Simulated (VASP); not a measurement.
# TiSe2: single point with r2SCAN+D3(BJ)+U

The system is TiSe2.

```
Ti Se
1.0
     3.68647    0.00000    0.00000
    -1.84324    3.19258    0.00000
     0.00000    0.00000    6.14434
Ti Se
1 2
Direct
  0.00000 0.00000 0.00000
  0.33333 0.66667 0.24044
  0.66667 0.33333 0.75956
```

- Program: VASP 6.6.1
- Task: single point
- Functional: r2SCAN
- Dispersion: D3(BJ)
- Potentials or basis: VASP PAW PBE potentials, release 64 (Ti_sv, Se)
- Cutoff: 550 eV
- k mesh: 3 × 3 × 2, shifted
- Occupations: gaussian, width 0.01 eV
- Spin: no spin polarisation
- Hubbard terms: Ti d U = 3.5 eV
- Dipole correction: no
- Further INCAR settings: ALGO = Normal; EDIFF = 1e-06; NBANDS = 19

```json
{
  "Pressure": "-0.8 GPa",
  "Largest force": "0.017 eV/Å",
  "Band gap on the k mesh": "0.73 eV, indirect (least direct gap 0.91 eV)",
  "Dispersion energy per atom": "-0.179 eV"
}
```

Forces in eV/Å, atoms in the order of the input:
```
Ti   0.000  0.000  0.000
Se   0.000  0.000 -0.017
Se   0.000  0.000  0.017
```

Stress tensor (GPa, compression positive):
```
-1.00  0.00  0.00
 0.00 -1.00  0.00
 0.00  0.00 -0.50
```

Levels at points of the mesh, in eV from the valence-band top:
| k point | band 8 | band 9 | band 10 | band 11 | band 12 | band 13 | band 14 | band 15 | band 16 | band 17 |
| --- | --- | --- | --- | --- | --- | --- | --- | --- | --- | --- |
| (0.00, 0.00, 0.25) | -2.78 | -2.78 | -0.93 | 0.00 | 0.00 | 0.91 | 0.91 | 1.65 | 3.30 | 3.30 |

Eigenvalues of the final occupation matrices:
```tsv
site	spin	trace	eigenvalues
site 1 d	1	0.80	0.06 0.06 0.06 0.31 0.31
site 1 d	2	0.80	0.06 0.06 0.06 0.31 0.31
```

It took 43 s on 1 thread of Intel Xeon 6975P-C, with other jobs on the host, peak memory 0.2 GiB.

Caveat: the k points lie up to 0.66 Å⁻¹ apart; three body term missing; the PAW data sets were made with another functional, which shifts forces and pressure a little. A k mesh can miss the band edges.
